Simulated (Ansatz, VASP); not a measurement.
## One calculation of Ca, two programs

```
Ca
1.0
     0.00000    2.79420    2.79420
     2.90597    0.00000    2.79420
     2.90597    2.79420    0.00000
Ca
1
Direct
  0.00000 0.00000 0.00000
```

Change from the starting cell: strain = 0.04.

Alike in both runs: task single point; functional PBE; k mesh 8 × 8 × 8; occupations fermi-dirac, width 0.05 eV; no spin polarisation.

```csv
,VASP,Ansatz
version,VASP 6.6.1,Ansatz 0.2.0
potentials or method,"VASP PAW PBE potentials, release 64 (Ca_sv), cutoff 520 eV","all-electron LAPW, scalar-relativistic"
```

```csv
,VASP,Ansatz,Ansatz less VASP
gap on the k mesh at the Fermi level (eV),none,none,-
pressure (GPa),-1.1,-1.1,-0.01
"traceless stress, the component that is largest in VASP (GPa)",-0.21,-0.21,+0.002
```

A gap of «none» marks a metal or a gap that the smearing closes. Ansatz ran all-electron here, and VASP with PAW potentials.
